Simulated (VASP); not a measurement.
# Hg (P6_3/mmc) in VASP: electric field gradients with PBE

Aim: the electric field gradients of Hg with PBE.

Program: VASP 6.6.1. These are calculated values, not measurements. Logs are shortened: lines on timing, memory, paths and dates and some standing lists are left out, and cuts for length are marked.

### Step 1. The cell of the first run

Symmetry: P6_3/mmc, No. 194, hexagonal system. Conventional cell: a = 3.236 Å, b = 3.236 Å, c = 5.130 Å, α = 90.00°, β = 90.00°, γ = 120.00°. Within 4.2 Å of Hg (site symmetry -6m2) lie 12 Hg at 3.17 to 3.24 Å.

### Step 2. Electric field gradients, PBE

Input file INCAR:

```
SYSTEM = Hg
  PREC = Accurate
  ENCUT = 520
  EDIFF = 1E-8
  ISMEAR = 0
  SIGMA = 0.1
  LREAL = .FALSE.
  LASPH = .TRUE.
  NELM = 80
  ALGO = Normal
  ISIF = 2
  LWAVE = .FALSE.
  LCHARG = .FALSE.
  GGA = PE
  LEFG = .TRUE.
  NBANDS = 19
```

Input file KPOINTS:

```
Automatic mesh
0
G
  5 5 3
  0 0 0
```

Input file POSCAR:

```
Hg
1.0
    3.2362634491      0.0000000000      0.0000000000
   -1.6181317246      2.8026863603      0.0000000000
    0.0000000000      0.0000000000      5.1300197812
Hg
2
Direct
    0.6666666667      0.3333333333      0.7500000000
    0.3333333333      0.6666666667      0.2500000000
```

Potentials or basis: VASP PAW PBE potentials, release 64 (Hg).

Launch:

```bash
$ cat potpaw_PBE.64/Hg/POTCAR > POTCAR
$ mpirun -np 1 vasp_std > vasp.out
```

OUTCAR:

```text
SYSTEM = Hg
   PREC = Accurate
   ENCUT = 520
   EDIFF = 1E-8
   ISMEAR = 0
   LREAL = .FALSE.
   LASPH = .TRUE.
   NELM = 80
   ISIF = 2
   GGA = PE

 ion  position               nearest neighbor table
   1  0.667  0.333  0.750-   2 3.17   2 3.17   2 3.17   2 3.17   2 3.17   2 3.17
   2  0.333  0.667  0.250-   1 3.17   1 3.17   1 3.17   1 3.17   1 3.17   1 3.17

  LATTYP: Found a hexagonal cell.
 ALAT       =     3.2362634491
 C/A-ratio  =     1.5851675433

  Lattice vectors:

 A1 = (   3.2362634491,   0.0000000000,   0.0000000000)
 A2 = (  -1.6181317246,   2.8026863603,   0.0000000000)
 A3 = (   0.0000000000,   0.0000000000,   5.1300197812)

Analysis of symmetry for initial positions (statically):
=====================================================================
 Subroutine PRICEL returns:
 Original cell was already a primitive cell.

 Routine SETGRP: Setting up the symmetry group for a
 hexagonal supercell.

 Subroutine GETGRP returns: Found 24 space group operations
 (whereof 12 operations were pure point group operations)
 out of a pool of 24 trial point group operations.

The static configuration has the point symmetry D_3d.
 The point group associated with its full space group is D_6h.

Analysis of symmetry for dynamics (positions and initial velocities):
=====================================================================
 Subroutine PRICEL returns:
 Original cell was already a primitive cell.

 Routine SETGRP: Setting up the symmetry group for a
 hexagonal supercell.

 Subroutine GETGRP returns: Found 24 space group operations
 (whereof 12 operations were pure point group operations)
 out of a pool of 24 trial point group operations.

The dynamic configuration has the point symmetry D_3d.
 The point group associated with its full space group is D_6h.

 Subroutine INISYM returns: Found 24 space group operations
 (whereof 12 operations are pure point group operations),
 and found     1 'primitive' translations

----------------------------------------------------------------------------------------

                                     Primitive cell

  volume of cell :      46.5305

  direct lattice vectors                    reciprocal lattice vectors
     3.236263449  0.000000000  0.000000000     0.308998330  0.178400269  0.000000000
    -1.618131725  2.802686360  0.000000000     0.000000000  0.356800538  0.000000000
[... 110 lines left out ...]
 Free energy of the ion-electron system (eV)
  ---------------------------------------------------
  ext. energy  EPLUGINS =         0.00000000
  ---------------------------------------------------
  free energy    TOTEN  =        -0.11197124 eV

  energy without entropy =       -0.10375370  energy(sigma->0) =       -0.10786247

 E-fermi :   2.8382     XC(G=0): -10.9428

 val. band max:        2.8272896965   @ k =   0.2000   0.2000   0.0000
 cond. band min:       2.8810571229   @ k =   0.2000  -0.0000   0.0000
 fundamental gap:      0.0537674264
 Fermi energy:         2.8381833539

 k-point     1 :       0.0000    0.0000    0.0000
  band No.  band energies     occupation
      1      -6.3064      2.00000
      2      -5.1851      2.00000
      3      -4.1194      2.00000
      4      -4.1194      2.00000
      5      -4.1194      2.00000
      6      -3.9647      2.00000
[... 197 lines left out ...]
      6      -3.5391      2.00000
[... 11 lines left out ...]
     18      13.2949      0.00000
     19      16.5332      0.00000

------------------------ aborting loop because EDIFF is reached ----------------------------------------

  FORCE on cell =-STRESS in cart. coord.  units (eV):
  Direction    XX          YY          ZZ          XY          YZ          ZX
  --------------------------------------------------------------------------------------
  -------------------------------------------------------------------------------------
  Total        1.7632751      1.7632751      1.9426143     -0.0000000      0.0000000      0.0000000
  in kB       60.7146148     60.7146148     66.8897781     -0.0000000      0.0000000      0.0000000
  external PRESSURE =      62.7730025 kB  Pullay stress =       0.0000000 kB

 VOLUME and BASIS-vectors are now :
 -----------------------------------------------------------------------------
  energy-cutoff  :      520.00
  volume of cell :       46.53
      direct lattice vectors                 reciprocal lattice vectors
     3.236263449  0.000000000  0.000000000     0.308998330  0.178400269  0.000000000
    -1.618131725  2.802686360  0.000000000     0.000000000  0.356800538  0.000000000
     0.000000000  0.000000000  5.130019781     0.000000000  0.000000000  0.194931022

 POSITION                                       TOTAL-FORCE (eV/Angst)
 -----------------------------------------------------------------------------------
      1.61813      0.93423      3.84751        -0.000000      0.000000     -0.000000
     -0.00000      1.86846      1.28250         0.000000     -0.000000      0.000000
 -----------------------------------------------------------------------------------
    total drift:                               -0.000000      0.000000     -0.000000

  FREE ENERGIE OF THE ION-ELECTRON SYSTEM (eV)
  ---------------------------------------------------
  free  energy   TOTEN  =        -0.1119712438 eV

  energy  without entropy=       -0.1037536971  energy(sigma->0) =       -0.10786247

 Electric field gradients (V/A^2)
---------------------------------------------------------------------
 ion       V_xx      V_yy      V_zz      V_xy      V_xz      V_yz
---------------------------------------------------------------------
   1       1.555     1.555    -3.110    -0.000    -0.000     0.000
   2       1.555     1.555    -3.110    -0.000     0.000    -0.000
---------------------------------------------------------------------

 Electric field gradients after diagonalization (V/A^2)
 (convention: |V_zz| > |V_xx| > |V_yy|)
----------------------------------------------------------------------
 ion       V_xx      V_yy      V_zz     asymmetry (V_yy - V_xx)/ V_zz
----------------------------------------------------------------------
   1       1.556     1.555    -3.110       0.000
   2       1.556     1.555    -3.110       0.000
----------------------------------------------------------------------

           NMR quadrupolar parameters

 Cq : quadrupolar parameter    Cq=e*Q*V_zz/h
 eta: asymmetry parameters     (V_yy - V_xx)/ V_zz
 Q  : nuclear electric quadrupole moment in mb (millibarn)
----------------------------------------------------------------------
 ion       Cq(MHz)       eta       Q (mb)
----------------------------------------------------------------------
   1      -0.008       0.000       1.000
   2      -0.008       0.000       1.000
----------------------------------------------------------------------
```

OSZICAR:

```text
N       E                     dE             d eps       ncg     rms          rms(c)
DAV:   1     0.181244806137E+03    0.18124E+03   -0.12306E+04   380   0.121E+03
DAV:   2     0.400571092018E+01   -0.17724E+03   -0.16877E+03   398   0.321E+02
DAV:   3    -0.167909159208E+00   -0.41736E+01   -0.41544E+01   449   0.537E+01
DAV:   4    -0.174809632500E+00   -0.69005E-02   -0.68992E-02   406   0.212E+00
DAV:   5    -0.174819117570E+00   -0.94851E-05   -0.94852E-05   435   0.777E-02    0.556E+00
DAV:   6    -0.116407834837E+00    0.58411E-01   -0.13223E-01   410   0.387E+00    0.404E+00
DAV:   7    -0.112395998818E+00    0.40118E-02   -0.30169E-02   422   0.160E+00    0.115E+00
DAV:   8    -0.111909763942E+00    0.48623E-03   -0.52632E-03   407   0.806E-01    0.834E-02
DAV:   9    -0.111934287624E+00   -0.24524E-04   -0.25834E-05   446   0.505E-02    0.264E-02
DAV:  10    -0.111971346320E+00   -0.37059E-04   -0.38891E-05   395   0.517E-02    0.794E-03
DAV:  11    -0.111971398513E+00   -0.52192E-07   -0.14608E-06   435   0.121E-02    0.106E-03
DAV:  12    -0.111971285043E+00    0.11347E-06   -0.62585E-08   398   0.262E-03    0.580E-04
DAV:  13    -0.111971236642E+00    0.48401E-07   -0.26951E-09   255   0.430E-04    0.161E-04
DAV:  14    -0.111971243789E+00   -0.71473E-08   -0.20683E-10   208   0.145E-04
   1 F= -.11197124E+00 E0= -.10786247E+00  d E =-.821755E-02
```

stdout:

```text
POSCAR found type information on POSCAR Hg
 POSCAR found :  1 types and       2 ions
 scaLAPACK will be used
 LDA part: xc-table for (Slater+PW92), standard interpolation
 POSCAR, INCAR and KPOINTS ok, starting setup
 FFT: planning ... GRIDC
 FFT: planning ... GRID_SOFT
 FFT: planning ... GRID
 WAVECAR not read
 entering main loop
ion   1

ion   2
```

Run time: 7.8 s. Hardware: 1 thread of Intel Xeon 6975P-C, shared host; peak memory 0.16 GiB.

What came out:

```yaml
Free_energy: -0.1120 eV
Pressure: 6.3 GPa
Band_gap_on_the_k_mesh: zero (band 12 reaches 2.83 eV, above the bottom of band 13 at 1.61 eV)
```

Levels at points of the mesh, in eV from the Fermi level:
| k point | band 9 | band 10 | band 11 | band 12 | band 13 | band 14 | band 15 | band 16 |
| --- | --- | --- | --- | --- | --- | --- | --- | --- |
| (0.00, 0.00, 0.00) | -6.68 | -5.91 | -5.91 | -1.49 | -1.23 | 12.30 | 12.30 | 12.91 |

Electric field gradients, principal values (V/Å²):
```
atom  least  middle  greatest (by size)
1 Hg  1.555   1.556              -3.110
2 Hg  1.555   1.556              -3.110
```

Caveat: the k points lie up to 0.45 Å⁻¹ apart; without QUAD_EFG the Cq values of the log hold for a quadrupole moment of 1 mb, not for the nuclei; spin-orbit coupling is left out, which moves the levels of the heavy elements.
